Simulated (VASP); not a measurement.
Write the native input for VASP 6.6.1 that does the following.

| Quantity | Value |
| --- | --- |
| Task | single point |
| Functional | PBE |
| Dispersion | D3(BJ) |
| Potentials or basis | VASP PAW PBE potentials, release 64 (Ga_d, As, O, C) |
| Cutoff | 520 eV |
| k mesh | 7 × 5 × 1 |
| Occupations | gaussian, width 0.05 eV |
| Spin | no spin polarisation |
| Dipole correction | yes |
| Further INCAR settings | ALGO = Normal; EDIFF = 1e-06; NBANDS = 42 |

The structure of Ga3As3CO lies in POSCAR:

```
Ga3As3CO
1.0
    4.0137031111      0.0000000000      0.0000000000
    0.0000000000      5.6762333751      0.0000000000
    0.0000000000      0.0000000000     23.3352699083
Ga As O C
3 3 1 1
Direct
    0.5000000000      0.5000000000      0.1714143447
    0.0000000000      0.0653835255      0.2680035048
    0.5000000000      0.4894639609      0.3228546357
    0.0000000000      0.2500000000      0.1714143447
    0.5000000000      0.8102208698      0.2504948966
    0.0000000000      0.2887573198      0.3593388866
    0.5000000000      0.6220906532      0.4964703624
    0.5000000000      0.6220906532      0.5457519865
```

One way to write it, as run:

INCAR

```
SYSTEM = Ga3As3CO
PREC     = Accurate       ! precision mode
ENCUT    = 520            ! plane-wave cutoff, eV
EDIFF    = 1E-6           ! SCF threshold, eV
ISMEAR   = 0              ! smearing method
SIGMA    = 0.05           ! smearing width, eV
LREAL    = .False.        ! projectors in reciprocal space
LASPH    = .True.         ! aspherical terms in the spheres
NELM     = 60             ! most SCF steps
ALGO     = Normal         ! electronic algorithm
ISIF     = 2              ! what is computed and relaxed
LWAVE    = .False.        ! write WAVECAR
LCHARG   = .True.         ! write CHGCAR
LDIPOL   = .True.       
IDIPOL   = 3            
DIPOL    = 0.5 0.5 0.323
GGA      = PE             ! functional
IVDW     = 12             ! dispersion correction
LELF     = .True.         ! ELF
LVHAR    = .True.       
LVACPOTAV= .True.       
NBANDS   = 42             ! bands
```

KPOINTS

```
regular mesh
0
Gamma
  7 5 1
  0 0 0
```

Potentials or basis: VASP PAW PBE potentials, release 64 (Ga_d, As, O, C).

Launch:

```bash
$ cat potpaw_PBE.64/Ga_d/POTCAR potpaw_PBE.64/As/POTCAR potpaw_PBE.64/O/POTCAR potpaw_PBE.64/C/POTCAR > POTCAR
$ mpirun -np 1 vasp_std > vasp.out
```

It gave:

```json
{
 "Largest force": "1.109 eV/Å",
 "Band gap on the k mesh": "0.40 eV (least direct gap 0.75 eV)",
 "Dispersion energy per atom": "-0.157 eV"
}
```

Run time: 8.3 min on 1 thread of Intel(R) Xeon(R) Platinum 8488C (Sapphire Rapids) (shared host), peak memory 0.64 GiB.
